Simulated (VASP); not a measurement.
Set up this calculation in VASP 6.6.1, as the native input.

```yaml
Task: single point
Functional: PBEsol
Potentials_or_basis: VASP PAW PBE potentials, release 64 (Ti_sv, C)
Cutoff: 520 eV
k_mesh: 26 × 26 × 26
Occupations: gaussian, width 0.15 eV
Spin: no spin polarisation
Dipole_correction: no
Further_INCAR_settings: ALGO = Normal; EDIFF = 1e-06; NBANDS = 15
```

The structure of TiC lies in POSCAR:

```
TiC
1.0
    0.0000000000      2.2661854197      1.9262576068
    2.2661854197      0.0000000000      1.9262576068
    2.2661854197      2.2661854197      0.0000000000
Ti C
1 1
Direct
    0.0000000000      0.0000000000      0.0000000000
    0.5000000000      0.5000000000      0.5000000000
```

This cell differs from its parent crystal: ratio of the length along z to the lengths across it x 0.85, volume and fractional coordinates fixed.

These files were run (other wordings do the same):

INCAR

```
ALGO = Normal ; EDIFF = 1E-6
ENCUT = 520 ; GGA = PS
ISIF = 2 ; ISMEAR = 0
LASPH = True ; LCHARG = True
LELF = True ; LREAL = False
LVHAR = True ; LWAVE = False
NBANDS = 15 ; NELM = 80
PREC = Accurate ; SIGMA = 0.15
```

KPOINTS

```
k-points
0
Gamma
  26 26 26
```

Potentials or basis: VASP PAW PBE potentials, release 64 (Ti_sv, C).

Run with:

```sh
$ cat potpaw_PBE.64/Ti_sv/POTCAR potpaw_PBE.64/C/POTCAR > POTCAR
$ mpirun -np 1 vasp_std > vasp.out
```

Results of the run:

```json
{"Pressure": "13.8 GPa", "Band gap on the k mesh": "zero (bands 8 and 9 overlap by 2.52 eV)"}
```

Caveat: the stress differs along the axes, from -18 to 77 GPa; the PAW data sets were made with another functional, which shifts forces and pressure a little.

Wall time 3.6 min on 1 thread of Intel(R) Xeon(R) Platinum 8488C (Sapphire Rapids) (shared host), peak memory 0.48 GiB.
